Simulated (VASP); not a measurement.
# CaS (Oldhamite) (Fm-3m) in VASP: further runs

CaS (Oldhamite) is run at these levels: r2SCAN; tasks: single point.

Program: VASP 6.6.1. These are calculated values, not measurements. Logs are shortened: lines on timing, memory, paths and dates and some standing lists are left out, and cuts for length are marked.

## (1) The cell of the first run

The structure is cubic, space group Fm-3m (No. 225). The conventional cell has a = 5.686 Å, b = 5.686 Å, c = 5.686 Å, α = 90.00°, β = 90.00°, γ = 90.00°. Within 3.7 Å of Ca (site symmetry m-3m) lie 6 S at 2.84 Å. S (site symmetry m-3m) has 6 Ca at 2.84 Å within 3.7 Å.

## (2) Single point, r2SCAN

The input, POSCAR:

```
CaS
1.0
    0.0000000000      2.8430000000      2.8430000000
    2.8430000000      0.0000000000      2.8430000000
    2.8430000000      2.8430000000      0.0000000000
Ca S
1 1
Direct
    0.0000000000      0.0000000000      0.0000000000
    0.5000000000      0.5000000000      0.5000000000
```

The input, INCAR.step1:

```
SYSTEM = CaS
ALGO     = Normal         ! electronic algorithm
EDIFF    = 1E-5           ! SCF threshold, eV
ENCUT    = 550            ! plane-wave cutoff, eV
GGA      = PE             ! functional
GGA_COMPAT= .False.      
ISMEAR   = 0              ! smearing method
LASPH    = .True.         ! aspherical terms in the spheres
LCHARG   = .False.        ! write CHGCAR
LREAL    = .False.        ! projectors in reciprocal space
LWAVE    = .True.         ! write WAVECAR
NBANDS   = 15             ! bands
NELM     = 120            ! most SCF steps
PREC     = Accurate       ! precision mode
SIGMA    = 0.1            ! smearing width, eV
```

The input, INCAR.step2:

```
SYSTEM = CaS
ALGO     = Normal         ! electronic algorithm
EDIFF    = 1E-6           ! SCF threshold, eV
ENCUT    = 550            ! plane-wave cutoff, eV
GGA_COMPAT= .False.      
ISIF     = 2              ! what is computed and relaxed
ISMEAR   = 0              ! smearing method
ISTART   = 1            
LASPH    = .True.         ! aspherical terms in the spheres
LCHARG   = .False.        ! write CHGCAR
LMIXTAU  = .True.       
LREAL    = .False.        ! projectors in reciprocal space
LWAVE    = .False.        ! write WAVECAR
METAGGA  = R2SCAN         ! meta-GGA
NBANDS   = 15             ! bands
NELM     = 120            ! most SCF steps
PREC     = Accurate       ! precision mode
SIGMA    = 0.1            ! smearing width, eV
```

The input, KPOINTS:

```
k-points
0
Gamma
  6 6 6
  0 0 0
```

Potentials or basis: VASP PAW PBE potentials, release 64 (Ca_sv, S).

The run is started by

```sh
$ cat potpaw_PBE.64/Ca_sv/POTCAR potpaw_PBE.64/S/POTCAR > POTCAR
$ cp INCAR.step1 INCAR
$ mpirun -np 1 vasp_std > vasp.out
$ cp INCAR.step2 INCAR
$ mpirun -np 1 vasp_std > vasp.out
```

OUTCAR:

```text
SYSTEM = CaS
   EDIFF = 1E-6
   ENCUT = 550
   ISIF = 2
   ISMEAR = 0
   ISTART = 1
   LASPH = .True.
   LREAL = .False.
   METAGGA = R2SCAN
   NELM = 120
   PREC = Accurate

 ion  position               nearest neighbor table
   1  0.000  0.000  0.000-   2 2.84   2 2.84   2 2.84   2 2.84   2 2.84   2 2.84
   2  0.500  0.500  0.500-   1 2.84   1 2.84   1 2.84   1 2.84   1 2.84   1 2.84

  LATTYP: Found a face centered cubic cell.
 ALAT       =     5.6860000000

  Lattice vectors:

 A1 = (   0.0000000000,   2.8430000000,   2.8430000000)
 A2 = (   2.8430000000,   0.0000000000,   2.8430000000)
 A3 = (   2.8430000000,   2.8430000000,   0.0000000000)

Analysis of symmetry for initial positions (statically):
=====================================================================
 Subroutine PRICEL returns:
 Original cell was already a primitive cell.

 Routine SETGRP: Setting up the symmetry group for a
 face centered cubic supercell.

 Subroutine GETGRP returns: Found 48 space group operations
 (whereof 48 operations were pure point group operations)
 out of a pool of 48 trial point group operations.

The static configuration has the point symmetry O_h .

Analysis of symmetry for dynamics (positions and initial velocities):
=====================================================================
 Subroutine PRICEL returns:
 Original cell was already a primitive cell.

 Routine SETGRP: Setting up the symmetry group for a
 face centered cubic supercell.

 Subroutine GETGRP returns: Found 48 space group operations
 (whereof 48 operations were pure point group operations)
 out of a pool of 48 trial point group operations.

The dynamic configuration has the point symmetry O_h .

 Subroutine INISYM returns: Found 48 space group operations
 (whereof 48 operations are pure point group operations),
 and found     1 'primitive' translations

----------------------------------------------------------------------------------------

                                     Primitive cell

  volume of cell :      45.9579

  direct lattice vectors                    reciprocal lattice vectors
     0.000000000  2.843000000  2.843000000    -0.175870559  0.175870559  0.175870559
     2.843000000  0.000000000  2.843000000     0.175870559 -0.175870559  0.175870559
     2.843000000  2.843000000  0.000000000     0.175870559  0.175870559 -0.175870559

  length of vectors
     4.020609158  4.020609158  4.020609158     0.304616744  0.304616744  0.304616744

  position of ions in fractional coordinates (direct lattice)
     0.000000000  0.000000000  0.000000000
     0.500000000  0.500000000  0.500000000

  ion indices of the primitive-cell ions
   primitive index   ion index
                 1           1
                 2           2

----------------------------------------------------------------------------------------

 KPOINTS: k-points

Automatic generation of k-mesh.
 Grid dimensions read from file:
 generate k-points for:    6    6    6

 Generating k-lattice:

  Cartesian coordinates                     Fractional coordinates (reciprocal lattice)
    -0.029311760  0.029311760  0.029311760     0.166666667  0.000000000  0.000000000
     0.029311760 -0.029311760  0.029311760     0.000000000  0.166666667  0.000000000
     0.029311760  0.029311760 -0.029311760     0.000000000  0.000000000  0.166666667

  Length of vectors
     0.050769457  0.050769457  0.050769457

  Shift w.r.t. Gamma in fractional coordinates (k-lattice)
     0.000000000  0.000000000  0.000000000

 Subroutine IBZKPT returns following result:
 ===========================================

 Found     16 irreducible k-points:

 Following reciprocal coordinates:
            Coordinates               Weight
  0.000000  0.000000  0.000000      1.000000
  0.166667  0.000000  0.000000      8.000000
  0.333333  0.000000  0.000000      8.000000
  0.500000  0.000000  0.000000      4.000000
  0.166667  0.166667  0.000000      6.000000
  0.333333  0.166667  0.000000     24.000000
[... 8 lines left out ...]
 -0.333333  0.333333  0.166667     24.000000
 -0.333333  0.500000  0.166667     12.000000
   k-points           NKPTS =     16   k-points in BZ     NKDIM =     16   number of bands    NBANDS=     15
   number of dos      NEDOS =    301   number of ions     NIONS =      2
   total plane-waves  NPLWV =  32768
   dimension x,y,z NGX =    32 NGY =   32 NGZ =   32
   dimension x,y,z NGXF=    64 NGYF=   64 NGZF=   64
   ions per type =               1   1
   NGX,Y,Z   is equivalent  to a cutoff of  13.23, 13.23, 13.23 a.u.
   NGXF,Y,Z  is equivalent  to a cutoff of  26.46, 26.46, 26.46 a.u.
 SYSTEM =  CaS
   PREC   = accura    normal or accurate (medium, high low for compatibility)
   ISTART =      1    job   : 0-new  1-cont  2-samecut
   ICHARG =      0    charge: 1-file 2-atom 10-const
   ISPIN  =      1    spin polarized calculation?
   LNONCOLLINEAR =      F non collinear calculations
   LSORBIT =      F    spin-orbit coupling
   LASPH  =      T    aspherical Exc in radial PAW
   ENCUT  =  550.0 eV  40.42 Ry    6.36 a.u.   7.69  7.69  7.69*2*pi/ulx,y,z
   NELM   =    120;   NELMIN=  2; NELMDL=  0     # of ELM steps
   EDIFF  = 0.1E-05   stopping-criterion for ELM
   LREAL  =      F    real-space projection
   EDIFFG = 0.1E-04   stopping-criterion for IOM
   NSW    =      0    number of steps for IOM
   IBRION =     -1    ionic relax: 0-MD 1-quasi-New 2-CG
   NFREE  =      0    steps in history (QN), initial steepest desc. (CG)
   ISIF   =      2    stress and relaxation
   ISYM   =      2    0-nonsym 1-usesym 2-fastsym
   POTIM  = 0.5000    time-step for ionic-motion
   TEBEG  =    0.0;   TEEND  =   0.0 temperature during run
   PSTRESS=    0.0 pullay stress
   NELECT =      16.0000    total number of electrons
   NUPDOWN=      -1.0000    fix difference up-down
   EMIN   =  10.00;   EMAX   =-10.00  energy-range for DOS
   EFERMI =   0.00;   METHOD = LEGACY
   ISMEAR =     0;   SIGMA  =   0.10  broadening in eV -4-tet -1-fermi 0-gaus
   EFERMI_NEDOS =   21; number of points for ismear=-14 and -15
   IALGO  =     38    algorithm
   IMIX   =      4    mixing-type and parameters
     AMIX     =   0.40;   BMIX     =  1.00
     AMIX_MAG =   1.60;   BMIX_MAG =  1.00
  volume/ion in A,a.u.               =      22.98       155.07
  Fermi-wavevector in a.u.,A,eV,Ry     =   1.151670  2.176340 18.045996  1.326343
  Thomas-Fermi vector in A             =   2.288326
   LORBIT       =      0    0 simple, 1 ext, 2 COOP (PROOUT), +10 PAW based schemes
   METAGGA = R2SCAN    functional components
   LHFCALC =     F    Hartree Fock is set to
   AEXX    =    0.0000 exact exchange contribution
   IVDW    =     0    specifies the selected vdW correction
   LEPSILON=     F    determine dielectric tensor
   LRPA    =     F    only Hartree local field effects (RPA)
 non-spin polarized calculation
 Gauss-broadening in eV      SIGMA  =   0.10
  energy-cutoff  :      550.00
  volume of cell :       45.96
 maximum number of plane-waves:      1363
   NGX = 15   NGY = 15   NGZ = 15

 number of electron      16.0000000 magnetization

 Free energy of the ion-electron system (eV)
  ---------------------------------------------------
  ext. energy  EPLUGINS =         0.00000000
  ---------------------------------------------------
  free energy    TOTEN  =       -19.94096762 eV

  energy without entropy =      -19.94096762  energy(sigma->0) =      -19.94096762

 E-fermi :   2.9361     XC(G=0):  -9.8042

 val. band max:        2.5220233473   @ k =   0.0000   0.0000   0.0000
 cond. band min:       5.3138877030   @ k =   0.5000   0.5000   0.0000
 fundamental gap:      2.7918643557
 Fermi energy:         2.9361216767

 k-point     1 :       0.0000    0.0000    0.0000
  band No.  band energies     occupation
      1     -38.1809      2.00000
      2     -18.2817      2.00000
      3     -18.2817      2.00000
      4     -18.2817      2.00000
      5      -9.2886      2.00000
      6       2.5220      2.00000
      7       2.5220      2.00000
      8       2.5220      2.00000
      9       7.1933      0.00000
     10       7.1933      0.00000
     11       7.1933      0.00000
     12       7.4787      0.00000
     13       7.8345      0.00000
     14       7.8345      0.00000
     15      14.1285      0.00000

 k-point     2 :       0.1667    0.0000    0.0000
  band No.  band energies     occupation
      1     -38.1780      2.00000
      2     -18.3266      2.00000
      3     -18.2849      2.00000
      4     -18.2849      2.00000
      5      -9.0952      2.00000
      6       1.4983      2.00000
      7       2.1567      2.00000
      8       2.1567      2.00000
      9       7.2426      0.00000
     10       7.6021      0.00000
     11       7.6021      0.00000
     12       8.5552      0.00000
     13       8.5552      0.00000
     14       8.6632      0.00000
     15      14.1107      0.00000

 k-point     3 :       0.3333    0.0000    0.0000
  band No.  band energies     occupation
      1     -38.1723      2.00000
      2     -18.4139      2.00000
      3     -18.2912      2.00000
      4     -18.2912      2.00000
      5      -8.6765      2.00000
      6       0.0238      2.00000
      7       1.5887      2.00000
      8       1.5887      2.00000
      9       7.6201      0.00000
     10       8.5844      0.00000
     11       8.5844      0.00000
     12       9.9131      0.00000
     13      10.1335      0.00000
     14      10.1335      0.00000
     15      13.6080      0.00000
[... 199 lines left out ...]
 k-point    15 :      -0.3333    0.3333    0.1667
  band No.  band energies     occupation
      1     -38.1666      2.00000
      2     -18.4023      2.00000
      3     -18.3501      2.00000
      4     -18.3189      2.00000
      5      -8.5024      2.00000
      6       0.1766      2.00000
      7       0.8559      2.00000
      8       1.2631      2.00000
      9       7.9691      0.00000
     10       8.1016      0.00000
     11       9.6668      0.00000
     12       9.8114      0.00000
     13       9.8306      0.00000
     14      11.9013      0.00000
     15      12.6875      0.00000

 k-point    16 :      -0.3333    0.5000    0.1667
  band No.  band energies     occupation
      1     -38.1657      2.00000
      2     -18.3872      2.00000
      3     -18.3499      2.00000
      4     -18.3399      2.00000
      5      -8.5526      2.00000
      6       0.4272      2.00000
      7       1.1008      2.00000
      8       1.1256      2.00000
      9       6.6700      0.00000
     10       9.0317      0.00000
     11       9.0743      0.00000
     12       9.7250      0.00000
     13       9.9604      0.00000
     14      11.1615      0.00000
     15      13.2898      0.00000

------------------------ aborting loop because EDIFF is reached ----------------------------------------

  FORCE on cell =-STRESS in cart. coord.  units (eV):
  Direction    XX          YY          ZZ          XY          YZ          ZX
  --------------------------------------------------------------------------------------
  -------------------------------------------------------------------------------------
  Total        0.1818774      0.1818774      0.1818774     -0.0000000      0.0000000      0.0000000
  in kB        6.3405753      6.3405753      6.3405753     -0.0000000      0.0000000      0.0000000
  external PRESSURE =       6.3405753 kB  Pullay stress =       0.0000000 kB

 VOLUME and BASIS-vectors are now :
 -----------------------------------------------------------------------------
  energy-cutoff  :      550.00
  volume of cell :       45.96
      direct lattice vectors                 reciprocal lattice vectors
     0.000000000  2.843000000  2.843000000    -0.175870559  0.175870559  0.175870559
     2.843000000  0.000000000  2.843000000     0.175870559 -0.175870559  0.175870559
     2.843000000  2.843000000  0.000000000     0.175870559  0.175870559 -0.175870559

 POSITION                                       TOTAL-FORCE (eV/Angst)
 -----------------------------------------------------------------------------------
      0.00000      0.00000      0.00000         0.000000     -0.000000      0.000000
      2.84300      2.84300      2.84300        -0.000000      0.000000     -0.000000
 -----------------------------------------------------------------------------------
    total drift:                                0.000000     -0.000000     -0.000000

  FREE ENERGIE OF THE ION-ELECTRON SYSTEM (eV)
  ---------------------------------------------------
  free  energy   TOTEN  =       -19.9409676157 eV

  energy  without entropy=      -19.9409676156  energy(sigma->0) =      -19.94096762
```

It took 50 s on 1 thread of Intel Xeon 6975P-C, shared host; peak memory 0.19 GiB.

What came out:

| Property | Result |
| --- | --- |
| Free energy | -19.9410 eV |
| Pressure | 0.6 GPa |
| Band gap on the k mesh | 2.79 eV, indirect (least direct gap 3.62 eV) |

Caveat: the PAW data sets were made with another functional, which shifts forces and pressure a little. r2SCAN opens gaps a little over a GGA but as a rule still falls short of measured ones.

[end of part 1 of 3]
